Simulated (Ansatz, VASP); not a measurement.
Mn in VASP and in Ansatz

INCAR

```
ALGO = Normal
EDIFF = 1E-7
EDIFFG = -0.05
ENCUT = 500
GGA = PE
GGA_COMPAT = False
IBRION = 2
ISIF = 3
ISMEAR = 0
ISPIN = 2
LASPH = True
LCHARG = False
LMAXMIX = 4
LORBIT = 11
LREAL = False
LWAVE = False
MAGMOM = 0.59
NELM = 200
NELMIN = 4
NSW = 80
PREC = Accurate
SIGMA = 0.1
```

Contents of KPOINTS:

```
k-points
0
Gamma
  10 10 10
```

Contents of POSCAR:

```
Mn
1.0
    0.0000000000      1.8670867950      1.8670867950
    1.8670867950      0.0000000000      1.8670867950
    1.8670867950      1.8670867950      0.0000000000
Mn
1
Direct
    0.0000000000      0.0000000000      0.0000000000
```

Input for Ansatz:

```yaml
crystal:
  lattice:
    - [0.0, 1.867086795, 1.867086795]
    - [1.867086795, 0.0, 1.867086795]
    - [1.867086795, 1.867086795, 0.0]
  atoms:
    - { symbol: Mn, position: [0.0, 0.0, 0.0], spin: 0.59 }
basis:
  ecutwfc: 420
kpoints:
  mp_grid: { grid: [10, 10, 10] }
hamiltonian:
  xc: pbe
scf:
  occupations: { method: gaussian, width: 0.1 }
output:
  forces: true
  stress: true
  eigenvalues: true
  populations: true
magnetization:
  spin_polarized: true
relax:
  adjacent_minimum: "off"
  f_tol: 0.05
  max_steps: 60
  cell: { stress_tol: 0.5 }
```

Alike in both runs: task relaxation of cell and atoms; functional PBE; k mesh 10 × 10 × 10; occupations gaussian, width 0.1 eV; collinear spin.

|  | VASP | Ansatz |
| --- | --- | --- |
| version | VASP 6.6.1 | Ansatz 0.2.0 |
| potentials or method | VASP PAW PBE potentials, release 64 (Mn_pv), cutoff 500 eV | scalar-relativistic, plane waves, PAW |
| valence electrons in the cell | 13 | 15 |

|  | VASP | Ansatz | Ansatz less VASP |
| --- | --- | --- | --- |
| gap on the k mesh at the Fermi level, each at its own relaxed structure (eV) | none | none | - |
| net moment per atom (μB) | 0.00 | 0.08 | +0.082 |
| size of the moment on the site where the two differ most (μB) | 0.00 | 0.08 | +0.080 |
| relaxed volume (Å³/atom) | 10.74 | 10.75 | +0.009 |
| relaxed cell length with the largest relative difference (Å) | 2.477 | 2.477 | +0.0007 |

Site moments also hang on the region over which each program counts them. A gap of «none» marks a metal or a gap that the smearing closes. VASP's potentials hold 13 valence electrons a cell and Ansatz's 15, so a difference there can come from the potentials and not from the codes.

Noted on VASP's run: the volume moved by over 15 % at a fixed basis, so the end points are rough.
